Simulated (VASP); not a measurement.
# Eu (Im-3m) in VASP: notebook, part 2 of 2

VASP 6.6.1. Earlier steps stand in the parts before.

**3. Single point, PBE+U, collinear spin, ferromagnetic start**

This run uses another cell than the first one, of 47.56 Å³/atom, 0.971 times its volume.

Input file INCAR:

```
ALGO = Normal
EDIFF = 1E-6
ENCUT = 520
GGA = PE
ISIF = 2
ISMEAR = 0
ISPIN = 2
ISYM = 0
LASPH = True
LCHARG = False
LDAU = True
LDAUJ = 0
LDAUL = 3
LDAUPRINT = 1
LDAUTYPE = 2
LDAUU = 6
LMAXMIX = 6
LORBIT = 11
LREAL = False
LWAVE = False
MAGMOM = 7.85
NBANDS = 18
NELM = 150
PREC = Accurate
SIGMA = 0.1
```

Input file KPOINTS:

```
k-points
0
Gamma
  4 4 5
```

Input file POSCAR:

```
Eu
1.0
    3.9533446467      0.0000000000      0.0000000000
   -1.3177815489      3.7272490774      0.0000000000
    1.3177815489      1.8636245387      3.2278923873
Eu
1
Direct
    0.0000000000      0.0000000000      0.0000000000
```

Potentials or basis: VASP PAW PBE potentials, release 64 (Eu).

The run is started by

```bash
$ cat potpaw_PBE.64/Eu/POTCAR > POTCAR
$ mpirun -np 1 vasp_std > vasp.out
```

OUTCAR:

```text
EDIFF = 1E-6
   ENCUT = 520
   GGA = PE
   ISIF = 2
   ISMEAR = 0
   ISPIN = 2
   ISYM = 0
   LASPH = True
   LORBIT = 11
   LREAL = False
   NELM = 150
   PREC = Accurate

 ion  position               nearest neighbor table
   1  0.000  0.000  0.000-

IMPORTANT INFORMATION: All symmetrisations will be switched off!
NOSYMM: (Re-)initialisation of all symmetry stuff for point group C_1.

----------------------------------------------------------------------------------------

                                     Primitive cell

  volume of cell :      47.5633

  direct lattice vectors                    reciprocal lattice vectors
     3.953344647  0.000000000  0.000000000     0.252950372  0.089431462 -0.154899836
    -1.317781549  3.727249077  0.000000000     0.000000000  0.268294385 -0.154899836
     1.317781549  1.863624539  3.227892387     0.000000000  0.000000000  0.309799671

  length of vectors
     3.953344647  3.953344647  3.953344647     0.309799671  0.309799671  0.309799671

  position of ions in fractional coordinates (direct lattice)
     0.000000000  0.000000000  0.000000000

  ion indices of the primitive-cell ions
   primitive index   ion index
                 1           1

----------------------------------------------------------------------------------------

 KPOINTS: k-points

Automatic generation of k-mesh.
 Grid dimensions read from file:
 generate k-points for:    4    4    5

 Generating k-lattice:

  Cartesian coordinates                     Fractional coordinates (reciprocal lattice)
     0.063237593  0.022357865 -0.038724959     0.250000000  0.000000000  0.000000000
     0.000000000  0.067073596 -0.038724959     0.000000000  0.250000000 -0.000000000
     0.000000000  0.000000000  0.061959934     0.000000000  0.000000000  0.200000000

  Length of vectors
     0.077449918  0.077449918  0.061959934

  Shift w.r.t. Gamma in fractional coordinates (k-lattice)
     0.000000000  0.000000000  0.000000000

 -----------------------------------------------------------------------------
|                                                                             |
[... 131 lines left out ...]
  0.0000 -0.0000  0.0001 -0.0000 -0.0000  0.0000  0.0000
  0.0000  0.0000 -0.0000  0.0000 -0.0000 -0.0000 -0.0000
 -0.0000 -0.0000 -0.0000 -0.0000  0.0001 -0.0000  0.0000
  0.0000 -0.0000  0.0000 -0.0000 -0.0000  0.0000  0.0000
 -0.0000  0.0000  0.0000 -0.0000  0.0000  0.0000  0.0001

 occupancies and eigenvectors

  o =  0.0000  v =  0.0000  0.0000  0.0000  0.0000  0.0000  0.0000  0.0000  0.8479 -0.1501 -0.0839  0.0002  0.1186 -0.4242  0.2398      0.0000  0.0000  0.0000  0.0000  0.0000  0.0000  0.0000  0.0000  0.0000  0.0000  0.0000  0.0000  0.0000  0.0000
  o =  0.0000  v =  0.0000  0.0000  0.0000  0.0000  0.0000  0.0000  0.0000  0.0062  0.2553 -0.0286 -0.9612 -0.0207 -0.0941 -0.0273      0.0000  0.0000  0.0000  0.0000  0.0000  0.0000  0.0000  0.0000  0.0000  0.0000  0.0000  0.0000  0.0000  0.0000
  o =  0.0000  v =  0.0000  0.0000  0.0000  0.0000  0.0000  0.0000  0.0000 -0.4123 -0.2978  0.0907  0.0037 -0.1282 -0.8385 -0.1166      0.0000  0.0000  0.0000  0.0000  0.0000  0.0000  0.0000  0.0000  0.0000  0.0000  0.0000  0.0000  0.0000  0.0000
  o =  0.0001  v =  0.0000  0.0000  0.0000  0.0000  0.0000  0.0000  0.0000 -0.0766 -0.1772 -0.7676 -0.0269 -0.5434  0.0628  0.2712      0.0000  0.0000  0.0000  0.0000  0.0000  0.0000  0.0000  0.0000  0.0000  0.0000  0.0000  0.0000  0.0000  0.0000
  o =  0.0001  v =  0.0000  0.0000  0.0000  0.0000  0.0000  0.0000  0.0000 -0.1926 -0.0265 -0.5641 -0.0001  0.7975 -0.0714 -0.0537      0.0000  0.0000  0.0000  0.0000  0.0000  0.0000  0.0000  0.0000  0.0000  0.0000  0.0000  0.0000  0.0000  0.0000
  o =  0.0001  v =  0.0000  0.0000  0.0000  0.0000  0.0000  0.0000  0.0000  0.2513  0.1804 -0.2600  0.0927 -0.1828 -0.0638 -0.8892      0.0000  0.0000  0.0000  0.0000  0.0000  0.0000  0.0000  0.0000  0.0000  0.0000  0.0000  0.0000  0.0000  0.0000
  o =  0.0001  v =  0.0000  0.0000  0.0000  0.0000  0.0000  0.0000  0.0000  0.0702 -0.8712  0.0945 -0.2583  0.0658  0.3083 -0.2471      0.0000  0.0000  0.0000  0.0000  0.0000  0.0000  0.0000  0.0000  0.0000  0.0000  0.0000  0.0000  0.0000  0.0000
  o =  0.9755  v =  0.8878 -0.0018 -0.2226 -0.0000  0.3148 -0.0050  0.2511  0.0000  0.0000  0.0000  0.0000  0.0000  0.0000  0.0000      0.0000  0.0000  0.0000  0.0000  0.0000  0.0000  0.0000  0.0000  0.0000  0.0000  0.0000  0.0000  0.0000  0.0000
  o =  0.9755  v = -0.0081  0.2024  0.0137 -0.9761  0.0097 -0.0715  0.0287  0.0000  0.0000  0.0000  0.0000  0.0000  0.0000  0.0000      0.0000  0.0000  0.0000  0.0000  0.0000  0.0000  0.0000  0.0000  0.0000  0.0000  0.0000  0.0000  0.0000  0.0000
  o =  0.9760  v = -0.0116 -0.3333 -0.0088 -0.0001  0.0124 -0.9426 -0.0033  0.0000  0.0000  0.0000  0.0000  0.0000  0.0000  0.0000      0.0000  0.0000  0.0000  0.0000  0.0000  0.0000  0.0000  0.0000  0.0000  0.0000  0.0000  0.0000  0.0000  0.0000
  o =  0.9771  v = -0.1747  0.1166 -0.6173  0.0338 -0.4364 -0.0412  0.6177  0.0000  0.0000  0.0000  0.0000  0.0000  0.0000  0.0000      0.0000  0.0000  0.0000  0.0000  0.0000  0.0000  0.0000  0.0000  0.0000  0.0000  0.0000  0.0000  0.0000  0.0000
  o =  0.9776  v = -0.3708  0.0065 -0.5327  0.0000  0.7532  0.0176 -0.1052  0.0000  0.0000  0.0000  0.0000  0.0000  0.0000  0.0000      0.0000  0.0000  0.0000  0.0000  0.0000  0.0000  0.0000  0.0000  0.0000  0.0000  0.0000  0.0000  0.0000  0.0000
  o =  0.9776  v =  0.1891  0.4791 -0.4104  0.0819 -0.2906 -0.1694 -0.6682  0.0000  0.0000  0.0000  0.0000  0.0000  0.0000  0.0000      0.0000  0.0000  0.0000  0.0000  0.0000  0.0000  0.0000  0.0000  0.0000  0.0000  0.0000  0.0000  0.0000  0.0000
  o =  0.9776  v = -0.0881  0.7777  0.3420  0.1985  0.2417 -0.2749  0.3116  0.0000  0.0000  0.0000  0.0000  0.0000  0.0000  0.0000      0.0000  0.0000  0.0000  0.0000  0.0000  0.0000  0.0000  0.0000  0.0000  0.0000  0.0000  0.0000  0.0000  0.0000

 number of electron      17.0000007 magnetization       7.2649874

 Free energy of the ion-electron system (eV)
  ---------------------------------------------------
  ext. energy  EPLUGINS =         0.00000000
  ---------------------------------------------------
  free energy    TOTEN  =       -10.76234956 eV

  energy without entropy =      -10.75395654  energy(sigma->0) =      -10.75815305

 E-fermi :   1.6950     XC(G=0):  -8.2924

 val. band max:        1.6351125267   @ k =   0.5000   0.5000   0.4000
 cond. band min:       1.6953305816   @ k =   0.5000   0.5000   0.4000
 fundamental gap:      0.0602180549
 Fermi energy:         1.6950245978

 spin component 1

 k-point     1 :       0.0000    0.0000    0.0000
  band No.  band energies     occupation
      1     -39.3289      1.00000
      2     -18.1160      1.00000
      3     -18.1091      1.00000
      4     -18.1063      1.00000
      5      -2.3989      1.00000
      6      -0.3556      1.00000
[... 1001 lines left out ...]
     17      10.3720      0.00000
     18      11.5815      0.00000

 [... further k-points ...]

------------------------ aborting loop because EDIFF is reached ----------------------------------------

  FORCE on cell =-STRESS in cart. coord.  units (eV):
  Direction    XX          YY          ZZ          XY          YZ          ZX
  --------------------------------------------------------------------------------------
  -------------------------------------------------------------------------------------
  Total        0.0965301      0.0497935      0.0494904     -0.0660659     -0.0021613     -0.0015093
  in kB        3.2516307      1.6773016      1.6670922     -2.2254391     -0.0728027     -0.0508395
  external PRESSURE =       2.1986749 kB  Pullay stress =       0.0000000 kB

 VOLUME and BASIS-vectors are now :
 -----------------------------------------------------------------------------
  energy-cutoff  :      520.00
  volume of cell :       47.56
      direct lattice vectors                 reciprocal lattice vectors
     3.953344647  0.000000000  0.000000000     0.252950372  0.089431462 -0.154899836
    -1.317781549  3.727249077  0.000000000     0.000000000  0.268294385 -0.154899836
     1.317781549  1.863624539  3.227892387     0.000000000  0.000000000  0.309799671

 POSITION                                       TOTAL-FORCE (eV/Angst)
 -----------------------------------------------------------------------------------
      0.00000      0.00000      0.00000        -0.000005     -0.000011      0.000005
 -----------------------------------------------------------------------------------
    total drift:                               -0.000005     -0.000011      0.000005

  FREE ENERGIE OF THE ION-ELECTRON SYSTEM (eV)
  ---------------------------------------------------
  free  energy   TOTEN  =       -10.7623495599 eV

  energy  without entropy=      -10.7539565434  energy(sigma->0) =      -10.75815305

 total charge

# of ion       s       p       d       f       tot
--------------------------------------------------
    1        2.080   5.741   0.199   6.830  14.850

 magnetization (x)

# of ion       s       p       d       f       tot
--------------------------------------------------
    1       -0.006  -0.106   0.073   6.830   6.790
```

OSZICAR:

```text
N       E                     dE             d eps       ncg     rms          rms(c)
DAV:   1     0.117815799716E+03    0.11782E+03   -0.64868E+03  3610   0.395E+03
DAV:   2     0.134406826973E+02   -0.10438E+03   -0.93401E+02  3916   0.301E+02
DAV:   3    -0.366999898887E+01   -0.17111E+02   -0.16865E+02  4658   0.106E+02
[... 12 lines left out ...]
DAV:  16    -0.107623347002E+02   -0.14132E-04   -0.20839E-05  5006   0.265E-02    0.160E-01
DAV:  17    -0.107623424180E+02   -0.77177E-05   -0.19924E-05  4586   0.436E-02    0.439E-02
DAV:  18    -0.107623462944E+02   -0.38765E-05   -0.96280E-06  4200   0.161E-02    0.147E-02
DAV:  19    -0.107623477580E+02   -0.14635E-05   -0.41281E-06  4152   0.119E-02    0.168E-02
DAV:  20    -0.107623488917E+02   -0.11337E-05   -0.65551E-06  3670   0.110E-02    0.150E-02
DAV:  21    -0.107623495599E+02   -0.66823E-06   -0.34744E-06  3986   0.110E-02
   1 F= -.10762350E+02 E0= -.10758153E+02  d E =-.839302E-02  mag=     7.2635
```

It took 2.7 min on 1 thread of Intel Xeon 6975P-C, shared host; peak memory 0.23 GiB.

Results:

- Free energy: -10.7623 eV
- Pressure: 0.2 GPa
- Net moment: 7.26 μB per cell
- Site moments: Eu +6.79 μB
- Valence electrons inside the program's atomic spheres: Eu 14.85

Stress tensor (GPa, compression positive):
```
 0.33 -0.22 -0.01
-0.22  0.17 -0.01
-0.01 -0.01  0.17
```

Levels at points of the mesh, in eV from the Fermi level:
Spin up:
```
           k point  band 8  band 9  band 10  band 11  band 12  band 13  band 14  band 15  band 16  band 17
(0.00, 0.00, 0.00)   -2.05   -1.95    -1.94    -1.94    -1.90     1.95     1.95     1.97     3.45     3.48
(0.50, 0.00, 0.00)   -1.95   -1.95    -1.95    -1.93    -1.45     0.58     0.68     3.34     4.02     5.53
(0.00, 0.50, 0.00)   -1.95   -1.95    -1.95    -1.93    -1.45     0.58     0.68     3.34     4.02     5.53
(0.50, 0.50, 0.00)   -1.96   -1.95    -1.94    -1.93    -1.48     0.60     0.70     3.33     4.04     5.53
```
Spin down:
| k point | band 2 | band 3 | band 4 | band 5 | band 6 | band 7 | band 8 | band 9 |
| --- | --- | --- | --- | --- | --- | --- | --- | --- |
| (0.00, 0.00, 0.00) | -17.47 | -17.47 | -17.46 | -3.56 | 2.79 | 2.81 | 2.82 | 4.47 |
| (0.50, 0.00, 0.00) | -17.88 | -17.60 | -17.47 | -0.89 | 1.20 | 1.40 | 4.33 | 5.16 |
| (0.00, 0.50, 0.00) | -17.88 | -17.60 | -17.47 | -0.89 | 1.20 | 1.40 | 4.33 | 5.16 |
| (0.50, 0.50, 0.00) | -17.88 | -17.60 | -17.46 | -0.86 | 1.17 | 1.38 | 4.35 | 5.15 |

Eigenvalues of the final occupation matrices:
| site | spin | trace | eigenvalues |
| --- | --- | --- | --- |
| site 1 f | 1 | 6.84 | 0.98 0.98 0.98 0.98 0.98 0.98 0.98 |
| site 1 f | 2 | 0.00 | 0.00 0.00 0.00 0.00 0.00 0.00 0.00 |

Caveat: the k points lie up to 0.49 Å⁻¹ apart; spin-orbit coupling is left out, which moves the levels of the heavy elements. The state reached can hang on the start; a lower one may exist.

**4. Single point, PBE+U, collinear spin, ferromagnetic start**

This run uses another cell than the first one, of 47.56 Å³/atom, 0.971 times its volume.

Input file INCAR:

```
SYSTEM = Eu
PREC = Accurate
ENCUT = 520
EDIFF = 1E-6
ISMEAR = 0
SIGMA = 0.1
LREAL = .FALSE.
LASPH = .TRUE.
NELM = 150
ALGO = Normal
ISIF = 2
LWAVE = .FALSE.
LCHARG = .TRUE.
ISPIN = 2
MAGMOM = 7.85
LORBIT = 11
LMAXMIX = 6
LDAU = .TRUE.
LDAUTYPE = 2
LDAUL = 3
LDAUU = 6
LDAUJ = 0
LDAUPRINT = 1
GGA = PE
LELF = .TRUE.
LVHAR = .TRUE.
NBANDS = 18
ISYM = 0
```

Input file KPOINTS:

```
Automatic mesh
0
G
  7 7 8
  0 0 0
```

POSCAR is that of step 3.

The run is started by

```bash
$ cat potpaw_PBE.64/Eu/POTCAR > POTCAR
$ mpirun -np 1 vasp_std > vasp.out
```

It took 13 min on 1 thread of Intel Xeon 6975P-C, shared host; peak memory 0.41 GiB.

The run converged. Its results:

```yaml
Free_energy: -10.7626 eV
Pressure: 0.2 GPa
Net_moment: 7.30 μB per cell
Site_moments: Eu +6.80 μB
Valence_electrons_inside_the_program's_atomic_spheres: Eu 14.85
```

Levels at points of the mesh, in eV from the Fermi level:
Spin up:
| k point | band 9 | band 10 | band 11 | band 12 | band 13 | band 14 | band 15 | band 16 |
| --- | --- | --- | --- | --- | --- | --- | --- | --- |
| (0.00, 0.00, 0.00) | -1.95 | -1.95 | -1.95 | -1.91 | 1.94 | 1.94 | 1.95 | 3.44 |
| (0.00, 0.00, 0.50) | -1.95 | -1.95 | -1.93 | -1.48 | 0.56 | 0.67 | 3.32 | 4.01 |
Spin down:
| k point | band 3 | band 4 | band 5 | band 6 | band 7 | band 8 |
| --- | --- | --- | --- | --- | --- | --- |
| (0.00, 0.00, 0.00) | -17.46 | -17.46 | -3.55 | 2.80 | 2.80 | 2.81 |
| (0.00, 0.00, 0.50) | -17.60 | -17.47 | -0.88 | 1.21 | 1.40 | 4.34 |

Eigenvalues of the final occupation matrices:
```tsv
site	spin	trace	eigenvalues
site 1 f	1	6.84	0.98 0.98 0.98 0.98 0.98 0.98 0.98
site 1 f	2	0.00	0.00 0.00 0.00 0.00 0.00 0.00 0.00
```

Caveat: spin-orbit coupling is left out, which moves the levels of the heavy elements. The state reached can hang on the start; a lower one may exist.

**5. The runs side by side**

```csv
cell,k mesh,gap on the mesh (eV),pressure (GPa),moment (μB)
"a = 3.992 Å, angles 109.5°, 1 atom",6 × 6 × 6,none,-0.3,7.48
"a = 3.953 Å, angles 70.5, 70.5, 109.5°, 1 atom",4 × 4 × 5,none,0.2,7.26
"a = 3.953 Å, angles 70.5, 70.5, 109.5°, 1 atom",7 × 7 × 8,none,0.2,7.30
```

Alike in all rows: task single point; level PBE+U; potentials or basis VASP PAW PBE potentials, release 64 (Eu); spin collinear, ferromagnetic start; Eu f U = 6.0 eV; cutoff (eV) 520; smearing gaussian 0.1 eV.

Caveats: some runs use coarse meshes; spin-orbit coupling is left out, which moves the levels of the heavy elements.

Absolute energies hang on the potentials; compare differences alone.
